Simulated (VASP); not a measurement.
Crystal: CdF2.

```xyz
3
Lattice="0.0000 2.7295 2.7295 2.7295 0.0000 2.7295 2.7295 2.7295 0.0000" Properties=species:S:1:pos:R:3 pbc="T T T"
Cd    0.0000    0.0000    0.0000
F     4.0942    4.0942    4.0942
F     1.3647    1.3647    1.3647
```

Base run:

```yaml
Program: VASP 6.6.1
Functional: PBEsol
Potentials_or_basis: VASP PAW PBE potentials, release 64 (Cd_sv_GW, F)
Cutoff: 700 eV
k_mesh: 9 × 9 × 9
Occupations: fermi-dirac, width 0.05 eV
Spin: no spin polarisation
```

Its results: band gap on the k mesh 2.82 eV (least direct gap 3.33 eV); pressure -4.4 GPa.

Question: The run is repeated on the same cell with these changes: functional from PBEsol to LDA; potentials or basis from VASP PAW PBE potentials, release 64 (Cd_sv_GW, F) to VASP PAW LDA potentials, release 64 (Cd_sv_GW, F). What comes out?

Answer: Band gap on the k mesh 2.71 eV (least direct gap 3.21 eV); pressure -9.4 GPa.

Caveats: the cell stands under tension; an odd mesh through Γ misses points on the zone boundary, where band edges can lie; the PAW data sets were made with another functional, which shifts forces and pressure a little (at least some runs).
